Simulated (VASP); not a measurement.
# Ti4Al12H (a cell with a defect) in VASP: single point with PBE

Aim: the single point of Ti4Al12H (a cell with a defect) with PBE.

Everything below comes from runs of VASP 6.6.1. Logs are shortened: lines on timing, memory, paths and dates and some standing lists are left out, and cuts for length are marked.

**1. The cell of the first run**

The cell holds a defect, 17 atoms: a = 6.893 Å, b = 6.893 Å, c = 6.893 Å, α = 109.47°, β = 109.47°, γ = 109.47°.

**2. Single point, PBE (with an interstitial atom, then relaxed in part)**

INCAR

```
ALGO = Fast
EDIFF = 1E-7
ENCUT = 520
GGA = PE
ISIF = 2
ISMEAR = 0
LASPH = True
LCHARG = True
LELF = True
LREAL = Auto
LVHAR = True
LWAVE = False
NBANDS = 56
NELM = 80
PREC = Accurate
SIGMA = 0.1
```

KPOINTS

```
k-points
0
Gamma
  7 7 7
```

POSCAR

```
Ti4Al12H
1.0
   -3.9797267091      3.9797267091      3.9797267091
    3.9797267091     -3.9797267091      3.9797267091
    3.9797267091      3.9797267091     -3.9797267091
Ti Al H
4 12 1
Direct
    0.4919874299      0.4919874299      0.0000000000
    0.0080125701      0.0080125701      0.0000000000
    0.0000000000      0.5000000000      0.5000000000
    0.5000000000      0.0000000000      0.5000000000
    0.2500000000      0.2500000000      0.5000000000
    0.7500000000      0.7500000000      0.5000000000
    0.7500000000      0.2500000000      0.0000000000
    0.2500000000      0.7500000000      0.0000000000
    0.2500000000      0.5100025675      0.2600025675
    0.7500000000     -0.0032132856      0.2467867144
    0.7500000000      0.5032132856      0.7532132856
    0.2500000000     -0.0100025675      0.7399974325
    0.5100025675      0.2500000000      0.2600025675
   -0.0032132856      0.7500000000      0.2467867144
   -0.0100025675      0.2500000000      0.7399974325
    0.5032132856      0.7500000000      0.7532132856
    0.2500000000      0.2500000000      0.0000000000
```

Potentials or basis: VASP PAW PBE potentials, release 64 (Ti_sv, Al, H).

Started as:

```console
$ cat potpaw_PBE.64/Ti_sv/POTCAR potpaw_PBE.64/Al/POTCAR potpaw_PBE.64/H/POTCAR > POTCAR
$ mpirun -np 1 vasp_std > vasp.out
```

OUTCAR:

```text
EDIFF = 1E-7
   ENCUT = 520
   GGA = PE
   ISIF = 2
   ISMEAR = 0
   LASPH = True
   LREAL = Auto
   NELM = 80
   PREC = Accurate

 ion  position               nearest neighbor table
   1  0.492  0.492  0.000-   6 2.81   7 2.81   8 2.81   5 2.81  13 2.83   9 2.83  12 2.83  15 2.83
                            16 2.84  10 2.84  11 2.84  14 2.84
   2  0.008  0.008  0.000-   5 2.81   7 2.81   8 2.81   6 2.81  13 2.83  12 2.83  15 2.83   9 2.83
                            10 2.84  14 2.84  11 2.84  16 2.84
   3  0.000  0.500  0.500-   9 2.76  12 2.76  13 2.76  15 2.76   6 2.81   8 2.81   5 2.81   7 2.81
                            14 2.83  16 2.83  11 2.83  10 2.83
   4  0.500  0.000  0.500-   9 2.76  12 2.76  13 2.76  15 2.76   6 2.81   7 2.81   5 2.81   8 2.81
                            11 2.83  16 2.83  10 2.83  14 2.83
   5  0.250  0.250  0.500-   3 2.81   4 2.81  11 2.81  16 2.81  14 2.81  10 2.81   1 2.81   2 2.81
                             9 2.82  12 2.82  13 2.82  15 2.82
   6  0.750  0.750  0.500-   3 2.81   4 2.81  10 2.81  11 2.81  14 2.81  16 2.81   2 2.81   1 2.81
                            12 2.82  15 2.82  13 2.82   9 2.82
   7  0.750  0.250  0.000-   3 2.81   4 2.81  11 2.81  14 2.81  10 2.81  16 2.81   1 2.81   2 2.81
                            15 2.82  13 2.82   9 2.82  12 2.82
   8  0.250  0.750  0.000-   4 2.81   3 2.81  14 2.81  16 2.81  10 2.81  11 2.81   1 2.81   2 2.81
                            12 2.82  13 2.82  15 2.82   9 2.82
   9  0.250  0.510  0.260-  17 2.07   4 2.76   3 2.76  16 2.78  14 2.78   5 2.82   6 2.82   8 2.82
                             7 2.82   2 2.83   1 2.83  13 2.93  15 2.93
  10  0.750  0.997  0.247-  13 2.78  15 2.78  14 2.78  16 2.78   6 2.81   7 2.81   5 2.81   8 2.81
                             3 2.83   4 2.83   1 2.84   2 2.84
  11  0.750  0.503  0.753-  13 2.78  15 2.78  14 2.78  16 2.78   7 2.81   8 2.81   6 2.81   5 2.81
                             4 2.83   3 2.83   2 2.84   1 2.84
  12  0.250  0.990  0.740-  17 2.07   4 2.76   3 2.76  16 2.78  14 2.78   5 2.82   7 2.82   8 2.82
                             6 2.82   2 2.83   1 2.83  15 2.93  13 2.93
  13  0.510  0.250  0.260-  17 2.07   4 2.76   3 2.76  11 2.78  10 2.78   5 2.82   6 2.82   7 2.82
                             8 2.82   1 2.83   2 2.83   9 2.93  12 2.93
  14  0.997  0.750  0.247-   9 2.78  12 2.78  11 2.78  10 2.78   6 2.81   8 2.81   5 2.81   7 2.81
                             4 2.83   3 2.83   2 2.84   1 2.84
  15  0.990  0.250  0.740-  17 2.07   4 2.76   3 2.76  11 2.78  10 2.78   5 2.82   7 2.82   8 2.82
                             6 2.82   2 2.83   1 2.83   9 2.93  12 2.93
  16  0.503  0.750  0.753-   9 2.78  12 2.78  11 2.78  10 2.78   7 2.81   8 2.81   6 2.81   5 2.81
                             4 2.83   3 2.83   2 2.84   1 2.84
  17  0.250  0.250  0.000-   9 2.07  12 2.07  13 2.07  15 2.07

  LATTYP: Found a body centered cubic cell.
 ALAT       =     7.9594534182

  Lattice vectors:

 A1 = (  -3.9797267091,   3.9797267091,   3.9797267091)
 A2 = (   3.9797267091,  -3.9797267091,   3.9797267091)
 A3 = (   3.9797267091,   3.9797267091,  -3.9797267091)

Analysis of symmetry for initial positions (statically):
=====================================================================
 Subroutine PRICEL returns:
 Original cell was already a primitive cell.

 Routine SETGRP: Setting up the symmetry group for a
 body centered cubic supercell.

 Subroutine GETGRP returns: Found 16 space group operations
 (whereof  8 operations were pure point group operations)
 out of a pool of 48 trial point group operations.

The static configuration has the point symmetry C_4v.
 The point group associated with its full space group is D_4h.

Analysis of symmetry for dynamics (positions and initial velocities):
=====================================================================
 Subroutine PRICEL returns:
 Original cell was already a primitive cell.

 Routine SETGRP: Setting up the symmetry group for a
 body centered cubic supercell.

 Subroutine GETGRP returns: Found 16 space group operations
 (whereof  8 operations were pure point group operations)
 out of a pool of 48 trial point group operations.

The dynamic configuration has the point symmetry C_4v.
 The point group associated with its full space group is D_4h.

 Subroutine INISYM returns: Found 16 space group operations
 (whereof  8 operations are pure point group operations),
 and found     1 'primitive' translations

----------------------------------------------------------------------------------------

                                     Primitive cell

  volume of cell :     252.1272

  direct lattice vectors                    reciprocal lattice vectors
    -3.979726709  3.979726709  3.979726709     0.000000000  0.125636768  0.125636768
     3.979726709 -3.979726709  3.979726709     0.125636768  0.000000000  0.125636768
     3.979726709  3.979726709 -3.979726709     0.125636768  0.125636768  0.000000000

  length of vectors
     6.893088860  6.893088860  6.893088860     0.177677221  0.177677221  0.177677221

  position of ions in fractional coordinates (direct lattice)
     0.491987430  0.491987430  0.000000000
     0.008012570  0.008012570  0.000000000
     0.000000000  0.500000000  0.500000000
     0.500000000  0.000000000  0.500000000
     0.250000000  0.250000000  0.500000000
     0.750000000  0.750000000  0.500000000
[... 9 lines left out ...]
     0.503213286  0.750000000  0.753213286
     0.250000000  0.250000000  0.000000000

  ion indices of the primitive-cell ions
   primitive index   ion index
                 1           1
                 2           2
                 3           3
                 4           4
                 5           5
                 6           6
[... 9 lines left out ...]
                16          16
                17          17

----------------------------------------------------------------------------------------

 KPOINTS: k-points

Automatic generation of k-mesh.
 Grid dimensions read from file:
 generate k-points for:    7    7    7

 Generating k-lattice:

  Cartesian coordinates                     Fractional coordinates (reciprocal lattice)
     0.000000000  0.017948110  0.017948110     0.142857143  0.000000000  0.000000000
     0.017948110  0.000000000  0.017948110     0.000000000  0.142857143  0.000000000
     0.017948110  0.017948110  0.000000000     0.000000000  0.000000000  0.142857143

  Length of vectors
     0.025382460  0.025382460  0.025382460

  Shift w.r.t. Gamma in fractional coordinates (k-lattice)
     0.000000000  0.000000000  0.000000000

 Subroutine IBZKPT returns following result:
 ===========================================

 Found     40 irreducible k-points:

 Following reciprocal coordinates:
            Coordinates               Weight
  0.000000  0.000000  0.000000      1.000000
  0.142857  0.000000  0.000000      8.000000
  0.000000  0.000000  0.142857      4.000000
  0.285714  0.000000  0.000000      8.000000
  0.000000  0.000000  0.285714      4.000000
  0.428571  0.000000  0.000000      8.000000
[... 16 lines left out ...]
 -0.285714  0.285714  0.142857      8.000000
  0.142857 -0.285714  0.285714      8.000000
 [... further k-points ...]
   k-points           NKPTS =     40   k-points in BZ     NKDIM =     40   number of bands    NBANDS=     56
   number of dos      NEDOS =    301   number of ions     NIONS =     17
   total plane-waves  NPLWV = 157464
   dimension x,y,z NGX =    54 NGY =   54 NGZ =   54
   dimension x,y,z NGXF=   108 NGYF=  108 NGZF=  108
   ions per type =               4  12   1
   NGX,Y,Z   is equivalent  to a cutoff of  13.02, 13.02, 13.02 a.u.
   NGXF,Y,Z  is equivalent  to a cutoff of  26.05, 26.05, 26.05 a.u.
 SYSTEM =  unknown system
   PREC   = accura    normal or accurate (medium, high low for compatibility)
   ISTART =      0    job   : 0-new  1-cont  2-samecut
   ICHARG =      2    charge: 1-file 2-atom 10-const
   ISPIN  =      1    spin polarized calculation?
   LNONCOLLINEAR =      F non collinear calculations
   LSORBIT =      F    spin-orbit coupling
   LASPH  =      T    aspherical Exc in radial PAW
   ENCUT  =  520.0 eV  38.22 Ry    6.18 a.u.  12.82 12.82 12.82*2*pi/ulx,y,z
   NELM   =     80;   NELMIN=  2; NELMDL= -5     # of ELM steps
   EDIFF  = 0.1E-06   stopping-criterion for ELM
   LREAL  =      T    real-space projection
   EDIFFG = 0.1E-05   stopping-criterion for IOM
   NSW    =      0    number of steps for IOM
   IBRION =     -1    ionic relax: 0-MD 1-quasi-New 2-CG
   NFREE  =      0    steps in history (QN), initial steepest desc. (CG)
   ISIF   =      2    stress and relaxation
   ISYM   =      2    0-nonsym 1-usesym 2-fastsym
   POTIM  = 0.5000    time-step for ionic-motion
   TEBEG  =    0.0;   TEEND  =   0.0 temperature during run
   PSTRESS=    0.0 pullay stress
   NELECT =      85.0000    total number of electrons
   NUPDOWN=      -1.0000    fix difference up-down
   EMIN   =  10.00;   EMAX   =-10.00  energy-range for DOS
   EFERMI =   0.00;   METHOD = LEGACY
   ISMEAR =     0;   SIGMA  =   0.10  broadening in eV -4-tet -1-fermi 0-gaus
   EFERMI_NEDOS =   21; number of points for ismear=-14 and -15
   IALGO  =     68    algorithm
   IMIX   =      4    mixing-type and parameters
     AMIX     =   0.40;   BMIX     =  1.00
     AMIX_MAG =   1.60;   BMIX_MAG =  1.00
  volume/ion in A,a.u.               =      14.83       100.08
  Fermi-wavevector in a.u.,A,eV,Ry     =   1.139396  2.153146 17.663389  1.298222
  Thomas-Fermi vector in A             =   2.276099
   LORBIT       =      0    0 simple, 1 ext, 2 COOP (PROOUT), +10 PAW based schemes
   GGA     = PE    functional components
   LHFCALC =     F    Hartree Fock is set to
   AEXX    =    0.0000 exact exchange contribution
   IVDW    =     0    specifies the selected vdW correction
   LEPSILON=     F    determine dielectric tensor
   LRPA    =     F    only Hartree local field effects (RPA)
 non-spin polarized calculation
 RMM-DIIS sequential band-by-band and
 Gauss-broadening in eV      SIGMA  =   0.10
  energy-cutoff  :      520.00
  volume of cell :      252.13
 maximum number of plane-waves:      6819
 NGX is ok and might be reduce to    54
   NGX = 25   NGY = 25   NGZ = 25

 number of electron      84.9999994 magnetization

 Free energy of the ion-electron system (eV)
  ---------------------------------------------------
  ext. energy  EPLUGINS =         0.00000000
  ---------------------------------------------------
  free energy    TOTEN  =       -84.57802557 eV

  energy without entropy =      -84.51450556  energy(sigma->0) =      -84.54626557

 E-fermi :   9.0341     XC(G=0): -10.8024

 val. band max:        9.0316382905   @ k =   0.0000   0.0000   0.2857
 cond. band min:       9.0362208462   @ k =  -0.2857   0.2857   0.1429
 fundamental gap:      0.0045825557
 Fermi energy:         9.0341270653

 k-point     1 :       0.0000    0.0000    0.0000
  band No.  band energies     occupation
      1     -47.9823      2.00000
      2     -47.9811      2.00000
      3     -47.9467      2.00000
      4     -47.9460      2.00000
      5     -24.3515      2.00000
      6     -24.3219      2.00000
[... 46 lines left out ...]
     53      10.1023      0.00000
     54      10.1429      0.00000

 k-point     2 :       0.1429    0.0000    0.0000
  band No.  band energies     occupation
      1     -47.9822      2.00000
      2     -47.9811      2.00000
      3     -47.9467      2.00000
      4     -47.9460      2.00000
      5     -24.3505      2.00000
      6     -24.3228      2.00000
[... 46 lines left out ...]
     53      10.1238      0.00000
     54      10.3084      0.00000
[... 1195 lines left out ...]
     53      10.7206      0.00000
     54      11.0069      0.00000

 k-point    24 :       0.1429   -0.2857    0.2857
  band No.  band energies     occupation
      1     -47.9822      2.00000
      2     -47.9811      2.00000
      3     -47.9467      2.00000
      4     -47.9460      2.00000
      5     -24.3505      2.00000
      6     -24.3228      2.00000
[... 46 lines left out ...]
     53      10.8734      0.00000
     54      10.9856      0.00000

 [... further k-points ...]

 [bands above 54 left out]

------------------------ aborting loop because EDIFF is reached ----------------------------------------

  FORCE on cell =-STRESS in cart. coord.  units (eV):
  Direction    XX          YY          ZZ          XY          YZ          ZX
  --------------------------------------------------------------------------------------
  -------------------------------------------------------------------------------------
  Total        2.4081522      2.4081522      0.8746901      0.0000000      0.0000000      0.0000000
  in kB       15.3029361     15.3029361      5.5583390      0.0000000      0.0000000      0.0000000
  external PRESSURE =      12.0547371 kB  Pullay stress =       0.0000000 kB

 VOLUME and BASIS-vectors are now :
 -----------------------------------------------------------------------------
  energy-cutoff  :      520.00
  volume of cell :      252.13
      direct lattice vectors                 reciprocal lattice vectors
    -3.979726709  3.979726709  3.979726709     0.000000000  0.125636768  0.125636768
     3.979726709 -3.979726709  3.979726709     0.125636768  0.000000000  0.125636768
     3.979726709  3.979726709 -3.979726709     0.125636768  0.125636768  0.000000000

 POSITION                                       TOTAL-FORCE (eV/Angst)
 -----------------------------------------------------------------------------------
      0.00000      0.00000      3.91595        -0.000000      0.000000     -0.011937
      0.00000      0.00000      0.06378         0.000000      0.000000      0.011937
      3.97973      0.00000      0.00000         0.000000      0.000000     -0.000000
      0.00000      3.97973      0.00000         0.000000      0.000000     -0.000000
      1.98986      1.98986      0.00000        -0.000000      0.000000     -0.000000
      1.98986      1.98986      3.97973        -0.000000      0.000000     -0.000000
[... 9 lines left out ...]
      3.97973      2.01544      1.98986         0.000000      0.007574     -0.000000
      0.00000      0.00000      1.98986         0.000000      0.000000     -0.000000
 -----------------------------------------------------------------------------------
    total drift:                                0.000000      0.000000     -0.000000

  FREE ENERGIE OF THE ION-ELECTRON SYSTEM (eV)
  ---------------------------------------------------
  free  energy   TOTEN  =       -84.5780255722 eV

  energy  without entropy=      -84.5145055609  energy(sigma->0) =      -84.54626557
```

Run time: 33 min. Hardware: 1 thread of Intel Xeon 6975P-C (Granite Rapids), shared host; peak memory 0.62 GiB.

What came out:

```
Free energy            : -84.5780 eV
Pressure               : 1.2 GPa
Largest force          : 0.012 eV/Å
Band gap on the k mesh : zero (an odd number of electrons rules out a gap without spin polarisation)
```

Forces in eV/Å, atoms in the order of the input:
```
Ti   0.000  0.000 -0.012
Ti   0.000  0.000  0.012
Ti   0.000  0.000  0.000
Ti   0.000  0.000  0.000
Al   0.000  0.000  0.000
Al   0.000  0.000  0.000
Al   0.000  0.000  0.000
Al   0.000  0.000  0.000
Al  -0.002  0.000  0.000
Al  -0.008  0.000  0.000
Al   0.008  0.000  0.000
Al   0.002  0.000  0.000
Al   0.000 -0.002  0.000
Al   0.000 -0.008  0.000
Al   0.000  0.002  0.000
Al   0.000  0.008  0.000
H    0.000  0.000  0.000
```

Levels at points of the mesh, in eV from the Fermi level:
```
           k point  band 38  band 39  band 40  band 41  band 42  band 43  band 44  band 45  band 46  band 47
(0.00, 0.00, 0.00)    -1.30    -1.28    -1.24     0.10     0.10     0.13     0.21     0.54     0.54     0.58
```

Caveat: the cell differs from its parent crystal (with an interstitial atom, then relaxed in part).
